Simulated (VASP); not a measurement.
Set up this calculation in VASP 6.6.1, as the native input.

```yaml
Task: single point
Functional: r2SCAN
Potentials_or_basis: VASP PAW PBE potentials, release 64 (Mo_sv)
Cutoff: 520 eV
k_mesh: 7 × 7 × 7
Occupations: fermi-dirac, width 0.1 eV
Spin: no spin polarisation
Dipole_correction: no
Further_INCAR_settings: ALGO = Normal; EDIFF = 1e-07; NBANDS = 13
```

Crystal: Mo.

```xyz
1
Lattice="-1.5764 1.5764 1.5764 1.5764 -1.5764 1.5764 1.5764 1.5764 -1.5764" Properties=species:S:1:pos:R:3 pbc="T T T"
Mo    0.0000    0.0000    0.0000
```

The input as run:

POSCAR

```
Mo
1.0
   -1.5764210564      1.5764210564      1.5764210564
    1.5764210564     -1.5764210564      1.5764210564
    1.5764210564      1.5764210564     -1.5764210564
Mo
1
Direct
    0.0000000000      0.0000000000      0.0000000000
```

INCAR.step1

```
SYSTEM = Mo
  ALGO = Normal
  EDIFF = 1E-4
  ENCUT = 520
  GGA = PE
  ISMEAR = -1
  LASPH = .True.
  LCHARG = .False.
  LREAL = .False.
  LWAVE = .True.
  NBANDS = 13
  NELM = 60
  PREC = Accurate
  SIGMA = 0.1
```

INCAR.step2

```
SYSTEM = Mo
  ALGO = Normal
  EDIFF = 1E-7
  ENCUT = 520
  ISIF = 2
  ISMEAR = -1
  ISTART = 1
  LASPH = .True.
  LCHARG = .True.
  LELF = .True.
  LMIXTAU = .True.
  LREAL = .False.
  LVHAR = .True.
  LWAVE = .False.
  METAGGA = R2SCAN
  NBANDS = 13
  NELM = 60
  PREC = Accurate
  SIGMA = 0.1
```

KPOINTS

```
k-points
0
Gamma
  7 7 7
  0 0 0
```

Potentials or basis: VASP PAW PBE potentials, release 64 (Mo_sv).

Launch:

```bash
$ cat potpaw_PBE.64/Mo_sv/POTCAR > POTCAR
$ cp INCAR.step1 INCAR
$ mpirun -np 1 vasp_std > vasp.out
$ cp INCAR.step2 INCAR
$ mpirun -np 1 vasp_std > vasp.out
```

It gave:

| Property | Result |
| --- | --- |
| Pressure | 1.1 GPa |
| Band gap on the k mesh | zero (band 7 reaches 15.51 eV, above the bottom of band 8 at 11.10 eV) |

Caveat: the k points lie up to 0.40 Å⁻¹ apart; the PAW data sets were made with another functional, which shifts forces and pressure a little.

Wall time 12 s on 1 thread of Intel(R) Xeon(R) 6975P-C (Granite Rapids), on a shared host, peak memory 0.12 GiB.
